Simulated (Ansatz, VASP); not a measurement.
This is a calculation of CoW3 for Ansatz 0.2.0.

Contents of input.yaml:

```yaml
crystal:
  lattice:
    - [3.907351, 0.0, 0.0]
    - [0.0, 3.907351, 0.0]
    - [0.0, 0.0, 3.907351]
  atoms:
    - { symbol: W, position: [0.5, 0.5, 0.0] }
    - { symbol: W, position: [0.5, 0.0, 0.5] }
    - { symbol: W, position: [0.0, 0.5, 0.5] }
    - { symbol: Co, position: [0.0, 0.0, 0.0], spin: 1.5 }
hamiltonian:
  xc: pbesol
  pseudopotentials: { kind: paw }
magnetization:
  spin_polarized: true
  initial_magnetization: 1.5
  spin_locking: { lock_magnetization: hard }
kpoints:
  mp_grid: { grid: [6, 6, 6] }
scf:
  occupations: { method: fermi_dirac, width: 0.05 }
  lower_state_search: "off"
output:
  forces: true
  stress: true
  eigenvalues: true
```

Potentials or basis: Ansatz PAW.

Run with:

```bash
$ ansatz run input.yaml --threads 2 --pin off --max-ram 5632MiB --backend cpu --events-out ev --progress --plain --runs-dir out
```

Task: Set up the same calculation for VASP 6.6.1. Potentials there: VASP PAW PBE potentials, release 64 (W_sv, Co).

Result: As run (the cutoff follows the program's own potentials):

INCAR

```
ALGO = Normal ; EDIFF = 1E-6
ENCUT = 600 ; GGA = PS
GGA_COMPAT = F ; ISIF = 2
ISMEAR = -1 ; ISPIN = 2
LASPH = T ; LCHARG = F
LMAXMIX = 4 ; LORBIT = 11
LREAL = F ; LWAVE = F
MAGMOM = 0 0 0 1.5 ; NBANDS = 38
NELM = 200 ; NUPDOWN = 1.5
PREC = Accurate ; SIGMA = 0.05
```

Contents of KPOINTS:

```
k-points
0
Gamma
  6 6 6
```

The input POSCAR:

```
CoW3
1.0
    3.9073510000      0.0000000000      0.0000000000
    0.0000000000      3.9073510000      0.0000000000
    0.0000000000      0.0000000000      3.9073510000
W Co
3 1
Direct
    0.5000000000      0.5000000000      0.0000000000
    0.5000000000      0.0000000000      0.5000000000
    0.0000000000      0.5000000000      0.5000000000
    0.0000000000      0.0000000000      0.0000000000
```

Potentials or basis: VASP PAW PBE potentials, release 64 (W_sv, Co).

Command:

```console
$ cat potpaw_PBE.64/W_sv/POTCAR potpaw_PBE.64/Co/POTCAR > POTCAR
$ mpirun -np 1 vasp_std > vasp.out
```

Both were run:

|  | VASP | Ansatz | Ansatz less VASP |
| --- | --- | --- | --- |
| pressure (GPa) | -8.4 | -9.0 | -0.58 |
| net moment per atom (μB) | 0.38 | 0.37 | 0.000 |
| size of the moment on the site where the two differ most (μB) | 1.00 | 1.03 | +0.027 |

VASP's potentials were made for PBE, not for PBEsol. Site moments also hang on the region over which each program counts them. The functional is the same, so the differences come from potentials, cutoffs and numerics. VASP's potentials hold 51 valence electrons a cell and Ansatz's 59, so a difference there can come from the potentials and not from the codes.

Neither program's run includes spin-orbit coupling.
